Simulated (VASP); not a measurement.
A run of VASP 6.6.1 is set up as follows.

File POSCAR:

```
Li2S
1.0
    0.0000000000      2.8284770000      2.8284770000
    2.8284770000      0.0000000000      2.8284770000
    2.8284770000      2.8284770000      0.0000000000
S Li
1 2
Direct
    0.0000000000      0.0000000000      0.0000000000
    0.2500000000      0.2500000000      0.2500000000
    0.7500000000      0.7500000000      0.7500000000
```

The input INCAR.step1:

```
PREC     = Accurate       # precision mode
ENCUT    = 830            # plane-wave cutoff, eV
ISMEAR   = -1             # smearing method
SIGMA    = 0.05           # smearing width, eV
LREAL    = F              # projectors in reciprocal space
LASPH    = T              # aspherical terms in the spheres
NELM     = 120            # most SCF steps
NBANDS   = 13             # bands
GGA      = PE             # functional
ALGO     = Normal         # electronic algorithm
EDIFF    = 1E-5           # SCF threshold, eV
LWAVE    = T              # write WAVECAR
LCHARG   = F              # write CHGCAR
GGA_COMPAT= F
```

INCAR.step2

```
PREC     = Accurate       # precision mode
ENCUT    = 830            # plane-wave cutoff, eV
EDIFF    = 1E-6           # SCF threshold, eV
ISMEAR   = -1             # smearing method
SIGMA    = 0.05           # smearing width, eV
LREAL    = F              # projectors in reciprocal space
LASPH    = T              # aspherical terms in the spheres
NELM     = 120            # most SCF steps
ALGO     = Normal         # electronic algorithm
ISIF     = 2              # what is computed and relaxed
LWAVE    = F              # write WAVECAR
LCHARG   = F              # write CHGCAR
METAGGA  = R2SCAN         # meta-GGA
LMIXTAU  = T            
NBANDS   = 13             # bands
ISTART   = 1            
GGA_COMPAT= F
```

File KPOINTS:

```
regular mesh
0
Gamma
  7 7 7
```

Potentials or basis: VASP PAW PBE potentials, release 64 (S, Li_sv).

Launch:

```bash
$ cat potpaw_PBE.64/S/POTCAR potpaw_PBE.64/Li_sv/POTCAR > POTCAR
$ cp INCAR.step1 INCAR
$ mpirun -np 1 vasp_std > vasp.out
$ cp INCAR.step2 INCAR
$ mpirun -np 1 vasp_std > vasp.out
```

Task: What does it give for the pressure?

Result: 0.6 GPa.

Task: Predict the band gap on the k mesh.

Result: 4.00 eV, indirect (least direct gap 5.15 eV).

Caveat: the PAW data sets were made with another functional, which shifts forces and pressure a little. r2SCAN opens gaps a little over a GGA but as a rule still falls short of measured ones.
